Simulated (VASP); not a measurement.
# BiSe2 (I-42d) in VASP: notebook, part 2 of 2

VASP 6.6.1. The steps go on from the part before.

### Step 3. Single point, r2SCAN+rVV10

This run uses another cell than the first one, of 26.09 Å³/atom.

POSCAR reads:

```
BiSe2
1.0
   -3.3481341814      3.3481341814      3.4909646158
    3.3481341814     -3.3481341814      3.4909646158
    3.3481341814      3.3481341814     -3.4909646158
Bi Se
2 4
Direct
    0.0000000000      0.0000000000      0.0000000000
    0.7500000000      0.2500000000      0.5000000000
    0.3750000000      0.4504177775      0.5754177775
    1.2004177775      0.6250000000      1.0754177775
    0.5495822225      0.1250000000     -0.0754177775
    0.8750000000     -0.2004177775      0.4245822225
```

INCAR.step1 reads:

```
PREC     = Accurate       # precision mode
ENCUT    = 520            # plane-wave cutoff, eV
ISMEAR   = -1             # smearing method
SIGMA    = 0.03           # smearing width, eV
LREAL    = False          # projectors in reciprocal space
LASPH    = True           # aspherical terms in the spheres
NELM     = 60             # most SCF steps
NBANDS   = 36             # bands
GGA      = PE             # functional
ALGO     = Normal         # electronic algorithm
EDIFF    = 1E-4           # SCF threshold, eV
LWAVE    = True           # write WAVECAR
LCHARG   = False          # write CHGCAR
```

INCAR.step2 reads:

```
PREC     = Accurate       # precision mode
ENCUT    = 520            # plane-wave cutoff, eV
EDIFF    = 1E-6           # SCF threshold, eV
ISMEAR   = -1             # smearing method
SIGMA    = 0.03           # smearing width, eV
LREAL    = False          # projectors in reciprocal space
LASPH    = True           # aspherical terms in the spheres
NELM     = 60             # most SCF steps
ALGO     = Normal         # electronic algorithm
ISIF     = 2              # what is computed and relaxed
LWAVE    = False          # write WAVECAR
LCHARG   = False          # write CHGCAR
METAGGA  = R2SCAN         # meta-GGA
LMIXTAU  = True         
LUSE_VDW = True         
IVDW_NL  = 2            
BPARAM   = 11.95        
CPARAM   = 0.0093       
NBANDS   = 36             # bands
ISTART   = 1
```

KPOINTS reads:

```
Automatic mesh
0
Gamma
  6 6 6
```

Potentials or basis: VASP PAW PBE potentials, release 64 (Bi_d, Se).

Launch:

```console
$ cat potpaw_PBE.64/Bi_d/POTCAR potpaw_PBE.64/Se/POTCAR > POTCAR
$ cp INCAR.step1 INCAR
$ mpirun -np 1 vasp_std > vasp.out
$ cp INCAR.step2 INCAR
$ mpirun -np 1 vasp_std > vasp.out
```

OUTCAR:

```text
PREC = Accurate
   ENCUT = 520
   EDIFF = 1E-6
   ISMEAR = -1
   LREAL = False
   LASPH = True
   NELM = 60
   ISIF = 2
   METAGGA = R2SCAN
   IVDW_NL = 2
   BPARAM = 11.95
   ISTART = 1

 ion  position               nearest neighbor table
   1  0.000  0.000  0.000-   6 2.88   4 2.88   5 2.88   3 2.88   5 3.32   6 3.32   4 3.32   3 3.32
                             2 3.78   2 3.78   2 3.78   2 3.78
   2  0.750  0.250  0.500-   5 2.88   3 2.88   6 2.88   4 2.88   5 3.32   3 3.32   6 3.32   4 3.32
                             1 3.78   1 3.78   1 3.78   1 3.78
   3  0.375  0.450  0.575-   2 2.88   1 2.88   2 3.32   1 3.32
   4  0.200  0.625  0.075-   1 2.88   2 2.88   1 3.32   2 3.32
   5  0.550  0.125  0.925-   2 2.88   1 2.88   2 3.32   1 3.32
   6  0.875  0.800  0.425-   1 2.88   2 2.88   1 3.32   2 3.32

  LATTYP: Found a body centered tetragonal cell.
 ALAT       =     6.6962683628
 C/A-ratio  =     1.0426597104

  Lattice vectors:

 A1 = (  -3.3481341814,   3.3481341814,   3.4909646158)
 A2 = (   3.3481341814,  -3.3481341814,   3.4909646158)
 A3 = (   3.3481341814,   3.3481341814,  -3.4909646158)

Analysis of symmetry for initial positions (statically):
=====================================================================
 Subroutine PRICEL returns:
 Original cell was already a primitive cell.

 Routine SETGRP: Setting up the symmetry group for a
 body centered tetragonal supercell.

 Subroutine GETGRP returns: Found  8 space group operations
 (whereof  4 operations were pure point group operations)
 out of a pool of 16 trial point group operations.

The static configuration has the point symmetry S_4 .
 The point group associated with its full space group is D_2d.

Analysis of symmetry for dynamics (positions and initial velocities):
=====================================================================
 Subroutine PRICEL returns:
 Original cell was already a primitive cell.

 Routine SETGRP: Setting up the symmetry group for a
 body centered tetragonal supercell.

 Subroutine GETGRP returns: Found  8 space group operations
 (whereof  4 operations were pure point group operations)
 out of a pool of 16 trial point group operations.

The dynamic configuration has the point symmetry S_4 .
 The point group associated with its full space group is D_2d.

 Subroutine INISYM returns: Found  8 space group operations
 (whereof  4 operations are pure point group operations),
 and found     1 'primitive' translations

----------------------------------------------------------------------------------------

                                     Primitive cell

  volume of cell :     156.5349

  direct lattice vectors                    reciprocal lattice vectors
    -3.348134181  3.348134181  3.490964616     0.000000000  0.149336906  0.143226889
     3.348134181 -3.348134181  3.490964616     0.149336906  0.000000000  0.143226889
     3.348134181  3.348134181 -3.490964616     0.149336906  0.149336906  0.000000000

  length of vectors
     5.882757767  5.882757767  5.882757767     0.206918953  0.206918953  0.211194278

  position of ions in fractional coordinates (direct lattice)
     0.000000000  0.000000000  0.000000000
[... 43 lines left out ...]
  0.000000  0.000000  0.000000      1.000000
  0.166667  0.000000 -0.000000      8.000000
  0.333333  0.000000 -0.000000      8.000000
  0.500000  0.000000  0.000000      4.000000
  0.166667  0.166667 -0.000000      8.000000
  0.333333  0.166667 -0.000000     16.000000
[... 16 lines left out ...]
 -0.333333 -0.333333  0.166667      8.000000
 -0.166667 -0.333333  0.166667      8.000000
 [... further k-points ...]
   k-points           NKPTS =     30   k-points in BZ     NKDIM =     30   number of bands    NBANDS=     36
   number of dos      NEDOS =    301   number of ions     NIONS =      6
   total plane-waves  NPLWV = 110592
   dimension x,y,z NGX =    48 NGY =   48 NGZ =   48
   dimension x,y,z NGXF=    96 NGYF=   96 NGZF=   96
   ions per type =               2   4
   NGX,Y,Z   is equivalent  to a cutoff of  13.56, 13.56, 13.56 a.u.
   NGXF,Y,Z  is equivalent  to a cutoff of  27.13, 27.13, 27.13 a.u.
 SYSTEM =  unknown system
   PREC   = accura    normal or accurate (medium, high low for compatibility)
   ISTART =      1    job   : 0-new  1-cont  2-samecut
   ICHARG =      0    charge: 1-file 2-atom 10-const
   ISPIN  =      1    spin polarized calculation?
   LNONCOLLINEAR =      F non collinear calculations
   LSORBIT =      F    spin-orbit coupling
   LASPH  =      T    aspherical Exc in radial PAW
   ENCUT  =  520.0 eV  38.22 Ry    6.18 a.u.  10.94 10.94 10.94*2*pi/ulx,y,z
   NELM   =     60;   NELMIN=  2; NELMDL=  0     # of ELM steps
   EDIFF  = 0.1E-05   stopping-criterion for ELM
   LREAL  =      F    real-space projection
   EDIFFG = 0.1E-04   stopping-criterion for IOM
   NSW    =      0    number of steps for IOM
   IBRION =     -1    ionic relax: 0-MD 1-quasi-New 2-CG
   NFREE  =      0    steps in history (QN), initial steepest desc. (CG)
   ISIF   =      2    stress and relaxation
   ISYM   =      2    0-nonsym 1-usesym 2-fastsym
   POTIM  = 0.5000    time-step for ionic-motion
   TEBEG  =    0.0;   TEEND  =   0.0 temperature during run
   PSTRESS=    0.0 pullay stress
   NELECT =      54.0000    total number of electrons
   NUPDOWN=      -1.0000    fix difference up-down
   EMIN   =  10.00;   EMAX   =-10.00  energy-range for DOS
   EFERMI =   0.00;   METHOD = LEGACY
   ISMEAR =    -1;   SIGMA  =   0.03  broadening in eV -4-tet -1-fermi 0-gaus
   EFERMI_NEDOS =   21; number of points for ismear=-14 and -15
   IALGO  =     38    algorithm
   IMIX   =      4    mixing-type and parameters
     AMIX     =   0.40;   BMIX     =  1.00
     AMIX_MAG =   1.60;   BMIX_MAG =  1.00
  volume/ion in A,a.u.               =      26.09       176.06
  Fermi-wavevector in a.u.,A,eV,Ry     =   1.148160  2.169708 17.936167  1.318271
  Thomas-Fermi vector in A             =   2.284836
   LORBIT       =      0    0 simple, 1 ext, 2 COOP (PROOUT), +10 PAW based schemes
   METAGGA = R2SCAN    functional components
   LHFCALC =     F    Hartree Fock is set to
   AEXX    =    0.0000 exact exchange contribution
   IVDW_NL    =     2    kernel type
   BPARAM     =11.9500
   IVDW    =     0    specifies the selected vdW correction
   LEPSILON=     F    determine dielectric tensor
   LRPA    =     F    only Hartree local field effects (RPA)
 non-spin polarized calculation
  energy-cutoff  :      520.00
  volume of cell :      156.53
 maximum number of plane-waves:      4249
 NGX is ok and might be reduce to    48
   NGX = 21   NGY = 21   NGZ = 21

 number of electron      53.9999997 magnetization

 Free energy of the ion-electron system (eV)
  ---------------------------------------------------
  ext. energy  EPLUGINS =         0.00000000
  ---------------------------------------------------
  free energy    TOTEN  =      -172.60603804 eV

  energy without entropy =     -172.59677823  energy(sigma->0) =     -172.60140814

 E-fermi :   5.0981     XC(G=0): -10.4733

 val. band max:        5.0851033254   @ k =   0.1667   0.1667  -0.0000
 cond. band min:       5.1201259365   @ k =   0.5000   0.0000   0.0000
 fundamental gap:      0.0350226111
 Fermi energy:         5.0981085541

 k-point     1 :       0.0000    0.0000    0.0000
  band No.  band energies     occupation
      1     -18.9677      2.00000
      2     -18.9628      2.00000
      3     -18.9628      2.00000
      4     -18.9576      2.00000
      5     -18.9541      2.00000
      6     -18.9357      2.00000
[... 925 lines left out ...]
     35      12.0059      0.00000
     36      12.8194      0.00000

 [... further k-points ...]

------------------------ aborting loop because EDIFF is reached ----------------------------------------

  FORCE on cell =-STRESS in cart. coord.  units (eV):
  Direction    XX          YY          ZZ          XY          YZ          ZX
  --------------------------------------------------------------------------------------
  -------------------------------------------------------------------------------------
  Total        0.2385082      0.2385082      0.1999626      0.0000000      0.0000000      0.0000000
  in kB        2.4411969      2.4411969      2.0466715      0.0000000      0.0000000      0.0000000
  external PRESSURE =       2.3096884 kB  Pullay stress =       0.0000000 kB

 VOLUME and BASIS-vectors are now :
 -----------------------------------------------------------------------------
  energy-cutoff  :      520.00
  volume of cell :      156.53
      direct lattice vectors                 reciprocal lattice vectors
    -3.348134181  3.348134181  3.490964616     0.000000000  0.149336906  0.143226889
     3.348134181 -3.348134181  3.490964616     0.149336906  0.000000000  0.143226889
     3.348134181  3.348134181 -3.490964616     0.149336906  0.149336906  0.000000000

 POSITION                                       TOTAL-FORCE (eV/Angst)
 -----------------------------------------------------------------------------------
      0.00000      0.00000      0.00000         0.000000      0.000000     -0.000000
     -0.00000      3.34813      1.74548         0.000000      0.000000      0.000000
      2.17908      1.67407      0.87274         0.015826      0.000000     -0.000000
      1.67407     -1.16905      2.61822         0.000000      0.015826     -0.000000
      1.67407      4.51718     -0.87274         0.000000     -0.015826     -0.000000
      1.16905      1.67407      4.36371        -0.015826      0.000000     -0.000000
 -----------------------------------------------------------------------------------
    total drift:                                0.000001      0.000001      0.000001

  FREE ENERGIE OF THE ION-ELECTRON SYSTEM (eV)
  ---------------------------------------------------
  free  energy   TOTEN  =      -172.6060380440 eV

  energy  without entropy=     -172.5967782296  energy(sigma->0) =     -172.60140814
```

It took 9.2 min on 1 thread of Intel Xeon Platinum 8559C (Emerald Rapids), shared host; peak memory 0.82 GiB.

What came out:

```
Free energy            : -172.6060 eV
Pressure               : 0.2 GPa
Largest force          : 0.016 eV/Å
Band gap on the k mesh : zero (bands 27 and 28 overlap by 0.52 eV)
```

Forces in eV/Å, atoms in the order of the input:
```
Bi   0.000  0.000  0.000
Bi   0.000  0.000  0.000
Se   0.016  0.000  0.000
Se   0.000  0.016  0.000
Se   0.000 -0.016  0.000
Se  -0.016  0.000  0.000
```

Levels at points of the mesh, in eV from the Fermi level:
| k point | band 25 | band 26 | band 27 | band 28 | band 29 | band 30 |
| --- | --- | --- | --- | --- | --- | --- |
| (0.00, 0.00, 0.00) | -0.85 | -0.84 | -0.84 | 1.14 | 1.35 | 3.91 |
| (0.50, 0.00, 0.00) | -1.31 | -0.78 | -0.58 | 0.02 | 1.28 | 1.37 |
| (0.50, 0.50, 0.00) | -1.28 | -1.28 | -0.13 | -0.13 | 1.37 | 1.37 |
| (0.50, 0.50, 0.50) | -0.24 | -0.24 | -0.14 | -0.14 | 1.76 | 1.76 |

Caveat: the PAW data sets were made with another functional, which shifts forces and pressure a little; spin-orbit coupling is left out, which moves the levels of the heavy elements.

The gap in the log of VASP goes by the Fermi energy; the results here count the filled bands.